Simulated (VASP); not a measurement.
Input of a VASP 6.6.1 run:

The input INCAR:

```
SYSTEM = InSb
PREC = Accurate
ENCUT = 500
EDIFF = 1E-6
ISMEAR = 0
SIGMA = 0.15
LREAL = .FALSE.
LASPH = .TRUE.
NELM = 120
ALGO = Normal
ISIF = 2
LWAVE = .FALSE.
LCHARG = .FALSE.
GGA = CA
NBANDS = 16
GGA_COMPAT = .FALSE.
```

File KPOINTS:

```
Automatic mesh
0
G
  22 22 22
  0 0 0
```

The input POSCAR:

```
InSb
1.0
   -3.1086654069      3.1086654069      1.4683490857
    3.1086654069     -3.1086654069      1.4683490857
    3.1086654069      3.1086654069     -1.4683490857
In Sb
1 1
Direct
    0.2500000000      0.7500000000      0.5000000000
    0.0000000000      0.0000000000      0.0000000000
```

Potentials or basis: VASP PAW LDA potentials, release 64 (In_d, Sb).

Run with:

```bash
$ cat potpaw_LDA.64/In_d/POTCAR potpaw_LDA.64/Sb/POTCAR > POTCAR
$ mpirun -np 1 vasp_std > vasp.out
```

**Question.** What does it give for the band gap on the k mesh?

**Answer.** Zero (bands 9 and 10 overlap by 3.30 eV).

**Question.** Estimate the pressure.

**Answer.** -2.7 GPa.

Stress tensor (GPa, compression positive):
```
-5.58  0.00  0.00
 0.00 -5.58  0.00
 0.00  0.00  3.02
```

Caveat: spin-orbit coupling is left out, which moves the levels of the heavy elements.
